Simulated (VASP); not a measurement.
A run of VASP 6.6.1 is set up as follows.

File INCAR:

```
SYSTEM = BN
ALGO = Normal ; EDIFF = 1E-6
ENCUT = 520 ; GGA = PS
ISIF = 2 ; ISMEAR = 0
LASPH = .TRUE. ; LCHARG = .TRUE.
LELF = .TRUE. ; LREAL = .FALSE.
LVHAR = .TRUE. ; LWAVE = .FALSE.
NBANDS = 16 ; NELM = 100
PREC = Accurate ; SIGMA = 0.05
```

Contents of KPOINTS:

```
k-points
0
G
  12 12 4
  0 0 0
```

POSCAR

```
BN
1.0
    2.6263060331      0.0000000000      0.0000000000
   -1.3131530166      2.2744477428      0.0000000000
    0.0000000000      0.0000000000      6.6997066905
B N
2 2
Direct
    0.3333333333      0.6666666667      0.2500000000
    0.6666666667      0.3333333333      0.7500000000
    0.3333333333      0.6666666667      0.7500000000
    0.6666666667      0.3333333333      0.2500000000
```

Potentials or basis: VASP PAW PBE potentials, release 64 (B, N).

The run is started by

```bash
$ cat potpaw_PBE.64/B/POTCAR potpaw_PBE.64/N/POTCAR > POTCAR
$ mpirun -np 1 vasp_std > vasp.out
```

Problem. Estimate the band gap on the k mesh.

Solution. 3.92 eV, indirect (least direct gap 4.22 eV).

Problem. Predict the pressure.

Solution. -27.2 GPa.

Stress tensor (GPa, compression positive):
```
-40.90   0.00   0.00
  0.00 -40.90   0.00
  0.00   0.00   0.30
```

Caveat: the PAW data sets were made with another functional, which shifts forces and pressure a little; this functional lacks dispersion, which binds the layers, so the pressure and a relaxed spacing across them are unreliable. A k mesh can miss the band edges.
